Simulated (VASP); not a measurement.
# CrB3P4 (P4/mmm) in VASP: single point with PBE

Aim: the single point of CrB3P4 with PBE.

All numbers are computed with VASP 6.6.1; they aren't measurements. Logs are shortened: lines on timing, memory, paths and dates and some standing lists are left out, and cuts for length are marked.

### Step 1. The cell of the first run

It takes space group P4/mmm (No. 123, tetragonal). Conventional cell: a = 4.577 Å, b = 4.577 Å, c = 4.218 Å, α = 90.00°, β = 90.00°, γ = 90.00°. Within 3.0 Å of Cr (site symmetry 4/mmm) lie 4 B at 2.29 Å and 8 P at 2.66 Å. B (site symmetry mmm) has 2 Cr at 2.29 Å and 2 B at 2.29 Å and 8 P at 2.66 Å within 3.0 Å. Within 3.0 Å of B (site symmetry 4/mmm) lie 4 B at 2.29 Å and 8 P at 2.66 Å. P (site symmetry m2m) has 4 P at 2.28 to 2.30 Å and 2 Cr at 2.66 Å and 6 B at 2.66 Å within 3.0 Å.

The cell was generated, and may not be a known phase.

### Step 2. Single point, PBE, collinear spin, ferromagnetic start

Contents of INCAR:

```
PREC = Accurate
ENCUT = 520
EDIFF = 1E-6
ISMEAR = 0
SIGMA = 0.2
LREAL = F
LASPH = T
NELM = 150
ALGO = Normal
ISIF = 2
LWAVE = F
LCHARG = F
ISPIN = 2
MAGMOM = 3 0 0 0 0 0 0 0
LORBIT = 11
LMAXMIX = 4
GGA = PE
NBANDS = 34
```

Contents of KPOINTS:

```
Automatic mesh
0
Gamma
  4 4 3
```

Contents of POSCAR:

```
CrB3P4
1.0
    4.5769826418      0.0000000000      0.0000000000
    0.0000000000      4.5769826418      0.0000000000
    0.0000000000      0.0000000000      4.2175132679
Cr B P
1 3 4
Direct
    0.5000000000      0.5000000000      0.5000000000
    0.5000000000      0.0000000000      0.5000000000
    0.0000000000      0.5000000000      0.5000000000
    0.0000000000      0.0000000000      0.5000000000
    0.7492677066      0.7492677066      0.0000000000
    0.2507322934      0.2507322934      0.0000000000
    0.2507322934      0.7492677066      0.0000000000
    0.7492677066      0.2507322934      0.0000000000
```

Potentials or basis: VASP PAW PBE potentials, release 64 (Cr_pv, B, P).

Run with:

```console
$ cat potpaw_PBE.64/Cr_pv/POTCAR potpaw_PBE.64/B/POTCAR potpaw_PBE.64/P/POTCAR > POTCAR
$ mpirun -np 1 vasp_std > vasp.out
```

OUTCAR:

```text
PREC = Accurate
   ENCUT = 520
   EDIFF = 1E-6
   ISMEAR = 0
   LREAL = F
   LASPH = T
   NELM = 150
   ISIF = 2
   ISPIN = 2
   LORBIT = 11
   GGA = PE

 ion  position               nearest neighbor table
   1  0.500  0.500  0.500-   2 2.29   3 2.29   2 2.29   3 2.29   7 2.66   8 2.66   5 2.66   6 2.66
                             7 2.66   8 2.66   5 2.66   6 2.66
   2  0.500  0.000  0.500-   1 2.29   1 2.29
   3  0.000  0.500  0.500-   1 2.29   1 2.29
   4  0.000  0.000  0.500-
   5  0.749  0.749  0.000-   7 2.28   8 2.28   7 2.30   8 2.30   1 2.66   1 2.66
   6  0.251  0.251  0.000-   7 2.28   8 2.28   7 2.30   8 2.30   1 2.66   1 2.66
   7  0.251  0.749  0.000-   5 2.28   6 2.28   6 2.30   5 2.30   1 2.66   1 2.66
   8  0.749  0.251  0.000-   5 2.28   6 2.28   6 2.30   5 2.30   1 2.66   1 2.66

  LATTYP: Found a simple tetragonal cell.
 ALAT       =     4.5769826418
 C/A-ratio  =     0.9214614950

  Lattice vectors:

 A1 = (   4.5769826418,   0.0000000000,   0.0000000000)
 A2 = (   0.0000000000,   4.5769826418,   0.0000000000)
 A3 = (   0.0000000000,   0.0000000000,   4.2175132679)

Analysis of symmetry for initial positions (statically):
=====================================================================
 Subroutine PRICEL returns:
 Original cell was already a primitive cell.

 Routine SETGRP: Setting up the symmetry group for a
 simple tetragonal supercell.

 Subroutine GETGRP returns: Found 16 space group operations
 (whereof 16 operations were pure point group operations)
 out of a pool of 16 trial point group operations.

The static configuration has the point symmetry D_4h.

Analysis of symmetry for dynamics (positions and initial velocities):
=====================================================================
 Subroutine PRICEL returns:
 Original cell was already a primitive cell.

 Routine SETGRP: Setting up the symmetry group for a
 simple tetragonal supercell.

 Subroutine GETGRP returns: Found 16 space group operations
 (whereof 16 operations were pure point group operations)
 out of a pool of 16 trial point group operations.

The dynamic configuration has the point symmetry D_4h.

Analysis of structural, dynamic, and magnetic symmetry:
=====================================================================
 Subroutine PRICEL returns:
 Original cell was already a primitive cell.

 Routine SETGRP: Setting up the symmetry group for a
 simple tetragonal supercell.

 Subroutine GETGRP returns: Found 16 space group operations
 (whereof 16 operations were pure point group operations)
 out of a pool of 16 trial point group operations.

The overall configuration has the point symmetry D_4h.

 Subroutine INISYM returns: Found 16 space group operations
 (whereof 16 operations are pure point group operations),
 and found     1 'primitive' translations

----------------------------------------------------------------------------------------

                                     Primitive cell

  volume of cell :      88.3517

  direct lattice vectors                    reciprocal lattice vectors
     4.576982642  0.000000000  0.000000000     0.218484552  0.000000000  0.000000000
     0.000000000  4.576982642  0.000000000     0.000000000  0.218484552  0.000000000
     0.000000000  0.000000000  4.217513268     0.000000000  0.000000000  0.237106545

  length of vectors
     4.576982642  4.576982642  4.217513268     0.218484552  0.218484552  0.237106545

  position of ions in fractional coordinates (direct lattice)
     0.500000000  0.500000000  0.500000000
     0.500000000  0.000000000  0.500000000
     0.000000000  0.500000000  0.500000000
     0.000000000  0.000000000  0.500000000
     0.749267707  0.749267707  0.000000000
     0.250732293  0.250732293  0.000000000
     0.250732293  0.749267707  0.000000000
     0.749267707  0.250732293  0.000000000

  ion indices of the primitive-cell ions
   primitive index   ion index
                 1           1
                 2           2
                 3           3
                 4           4
                 5           5
                 6           6
[... 45 lines left out ...]
   total plane-waves  NPLWV =  41472
   dimension x,y,z NGX =    36 NGY =   36 NGZ =   32
   dimension x,y,z NGXF=    72 NGYF=   72 NGZF=   64
   ions per type =               1   3   4
   NGX,Y,Z   is equivalent  to a cutoff of  13.08, 13.08, 12.61 a.u.
   NGXF,Y,Z  is equivalent  to a cutoff of  26.15, 26.15, 25.23 a.u.
 SYSTEM =  unknown system
   PREC   = accura    normal or accurate (medium, high low for compatibility)
   ISTART =      0    job   : 0-new  1-cont  2-samecut
   ICHARG =      2    charge: 1-file 2-atom 10-const
   ISPIN  =      2    spin polarized calculation?
   LNONCOLLINEAR =      F non collinear calculations
   LSORBIT =      F    spin-orbit coupling
   LASPH  =      T    aspherical Exc in radial PAW
   ENCUT  =  520.0 eV  38.22 Ry    6.18 a.u.   8.51  8.51  7.84*2*pi/ulx,y,z
   NELM   =    150;   NELMIN=  2; NELMDL= -5     # of ELM steps
   EDIFF  = 0.1E-05   stopping-criterion for ELM
   LREAL  =      F    real-space projection
   EDIFFG = 0.1E-04   stopping-criterion for IOM
   NSW    =      0    number of steps for IOM
   IBRION =     -1    ionic relax: 0-MD 1-quasi-New 2-CG
   NFREE  =      0    steps in history (QN), initial steepest desc. (CG)
   ISIF   =      2    stress and relaxation
   ISYM   =      2    0-nonsym 1-usesym 2-fastsym
   POTIM  = 0.5000    time-step for ionic-motion
   TEBEG  =    0.0;   TEEND  =   0.0 temperature during run
   PSTRESS=    0.0 pullay stress
   NELECT =      41.0000    total number of electrons
   NUPDOWN=      -1.0000    fix difference up-down
   EMIN   =  10.00;   EMAX   =-10.00  energy-range for DOS
   EFERMI =   0.00;   METHOD = LEGACY
   ISMEAR =     0;   SIGMA  =   0.20  broadening in eV -4-tet -1-fermi 0-gaus
   EFERMI_NEDOS =   21; number of points for ismear=-14 and -15
   IALGO  =     38    algorithm
   IMIX   =      4    mixing-type and parameters
     AMIX     =   0.40;   BMIX     =  1.00
     AMIX_MAG =   1.60;   BMIX_MAG =  1.00
  volume/ion in A,a.u.               =      11.04        74.53
  Fermi-wavevector in a.u.,A,eV,Ry     =   1.267451  2.395135 21.856829  1.606432
  Thomas-Fermi vector in A             =   2.400598
   LORBIT       =     11    0 simple, 1 ext, 2 COOP (PROOUT), +10 PAW based schemes
   GGA     = PE    functional components
   LHFCALC =     F    Hartree Fock is set to
   AEXX    =    0.0000 exact exchange contribution
   IVDW    =     0    specifies the selected vdW correction
   LEPSILON=     F    determine dielectric tensor
   LRPA    =     F    only Hartree local field effects (RPA)
 spin polarized calculation
 Gauss-broadening in eV      SIGMA  =   0.20
  energy-cutoff  :      520.00
  volume of cell :       88.35
 maximum number of plane-waves:      2397
 NGX is ok and might be reduce to    36
   NGX = 17   NGY = 17   NGZ = 15

 number of electron      40.9999996 magnetization      -0.0016579

 number of electron      40.9999996 magnetization       0.0025370

 Free energy of the ion-electron system (eV)
  ---------------------------------------------------
  ext. energy  EPLUGINS =         0.00000000
  ---------------------------------------------------
  free energy    TOTEN  =       -42.09641115 eV

  energy without entropy =      -42.02106223  energy(sigma->0) =      -42.05873669

 E-fermi :   9.9550     XC(G=0): -12.0554

 val. band max:        9.8972088727   @ k =   0.2500   0.2500   0.3333
 cond. band min:       9.9729847532   @ k =   0.2500   0.0000   0.0000
 fundamental gap:      0.0757758805
 Fermi energy:         9.9550165781

 spin component 1

 k-point     1 :       0.0000    0.0000    0.0000
  band No.  band energies     occupation
      1     -33.3703      1.00000
      2     -33.3179      1.00000
      3     -33.3179      1.00000
      4      -7.1196      1.00000
      5      -1.1628      1.00000
      6      -1.1628      1.00000
[... 409 lines left out ...]
     31      14.1950      0.00000
     32      14.4426      0.00000
 Fermi energy:         9.9550165781

 spin component 2

 k-point     1 :       0.0000    0.0000    0.0000
  band No.  band energies     occupation
      1     -33.3672      1.00000
      2     -33.3145      1.00000
      3     -33.3145      1.00000
      4      -7.1196      1.00000
      5      -1.1629      1.00000
      6      -1.1629      1.00000
[... 409 lines left out ...]
     31      14.1956      0.00000
     32      14.4425      0.00000
 [bands above 32 left out]

------------------------ aborting loop because EDIFF is reached ----------------------------------------

  FORCE on cell =-STRESS in cart. coord.  units (eV):
  Direction    XX          YY          ZZ          XY          YZ          ZX
  --------------------------------------------------------------------------------------
  -------------------------------------------------------------------------------------
  Total       -0.5047901     -0.5047901      0.1216531      0.0000000      0.0000000      0.0000000
  in kB       -9.1539047     -9.1539047      2.2060667      0.0000000      0.0000000      0.0000000
  external PRESSURE =      -5.3672476 kB  Pullay stress =       0.0000000 kB

 VOLUME and BASIS-vectors are now :
 -----------------------------------------------------------------------------
  energy-cutoff  :      520.00
  volume of cell :       88.35
      direct lattice vectors                 reciprocal lattice vectors
     4.576982642  0.000000000  0.000000000     0.218484552  0.000000000  0.000000000
     0.000000000  4.576982642  0.000000000     0.000000000  0.218484552  0.000000000
     0.000000000  0.000000000  4.217513268     0.000000000  0.000000000  0.237106545

 POSITION                                       TOTAL-FORCE (eV/Angst)
 -----------------------------------------------------------------------------------
      2.28849      2.28849      2.10876         0.000000      0.000000     -0.000000
      2.28849      0.00000      2.10876         0.000000      0.000000     -0.000000
      0.00000      2.28849      2.10876         0.000000      0.000000     -0.000000
      0.00000      0.00000      2.10876         0.000000      0.000000     -0.000000
      3.42939      3.42939      0.00000        -0.031179     -0.031179     -0.000000
      1.14760      1.14760      0.00000         0.031179      0.031179     -0.000000
      1.14760      3.42939      0.00000         0.031179     -0.031179     -0.000000
      3.42939      1.14760      0.00000        -0.031179      0.031179      0.000000
 -----------------------------------------------------------------------------------
    total drift:                                0.000000      0.000000      0.000000

  FREE ENERGIE OF THE ION-ELECTRON SYSTEM (eV)
  ---------------------------------------------------
  free  energy   TOTEN  =       -42.0964111499 eV

  energy  without entropy=      -42.0210622306  energy(sigma->0) =      -42.05873669

 total charge

# of ion       s       p       d       tot
------------------------------------------
    1        0.294   6.274   4.266  10.834
    2        0.763   0.785   0.000   1.548
    3        0.763   0.785   0.000   1.548
    4        0.771   0.709   0.000   1.480
    5        1.101   1.297   0.000   2.397
    6        1.101   1.297   0.000   2.397
    7        1.101   1.297   0.000   2.397
    8        1.101   1.297   0.000   2.397
--------------------------------------------------
tot          6.993  13.741   4.266  25.000

 magnetization (x)

# of ion       s       p       d       tot
------------------------------------------
    1        0.000   0.000   0.003   0.003
    2       -0.000  -0.000   0.000  -0.000
    3       -0.000  -0.000   0.000  -0.000
    4       -0.000  -0.000   0.000  -0.000
    5        0.000  -0.000   0.000  -0.000
    6        0.000  -0.000   0.000  -0.000
    7        0.000  -0.000   0.000  -0.000
    8        0.000  -0.000   0.000  -0.000
--------------------------------------------------
tot         -0.000  -0.000   0.003   0.003
```

Wall time 4.4 min (1 thread of Intel Xeon 8259CL, shared host); peak memory 0.25 GiB.

What came out:

| Item | Value |
| --- | --- |
| Free energy | -42.0964 eV |
| Pressure | -0.5 GPa |
| Largest force | 0.044 eV/Å |
| Net moment | 0.00 μB per cell |
| Valence electrons inside the program's atomic spheres | Cr 10.83; B 1.55, 1.48 (each value once); P 2.40 |

Forces in eV/Å, atoms in the order of the input:
```
Cr   0.000  0.000  0.000
B    0.000  0.000  0.000
B    0.000  0.000  0.000
B    0.000  0.000  0.000
P   -0.031 -0.031  0.000
P    0.031  0.031  0.000
P    0.031 -0.031  0.000
P   -0.031  0.031  0.000
```

Stress tensor (GPa, compression positive):
```
-0.92  0.00  0.00
 0.00 -0.92  0.00
 0.00  0.00  0.22
```

Levels at points of the mesh, in eV from the Fermi level:
Spin up:
| k point | band 17 | band 18 | band 19 | band 20 | band 21 | band 22 | band 23 | band 24 | band 25 | band 26 |
| --- | --- | --- | --- | --- | --- | --- | --- | --- | --- | --- |
| (0.00, 0.00, 0.00) | -2.44 | -2.07 | -2.07 | -1.45 | 0.04 | 0.19 | 1.34 | 1.34 | 1.55 | 1.69 |
| (0.50, 0.00, 0.00) | -2.14 | -1.12 | -0.80 | -0.75 | -0.33 | 0.29 | 0.41 | 0.54 | 1.55 | 1.65 |
| (0.50, 0.50, 0.00) | -2.13 | -1.92 | -1.92 | -1.18 | -0.21 | 0.56 | 0.56 | 0.58 | 0.58 | 1.03 |
Spin down:
```tsv
k point	band 19	band 20	band 21	band 22	band 23	band 24
(0.00, 0.00, 0.00)	-2.07	-1.45	0.04	0.20	1.34	1.34
(0.50, 0.00, 0.00)	-0.80	-0.75	-0.33	0.29	0.41	0.54
(0.50, 0.50, 0.00)	-1.92	-1.18	-0.21	0.56	0.56	0.58
```

Caveat: the k points lie up to 0.50 Å⁻¹ apart; the moments typed at the start vanished in this run.
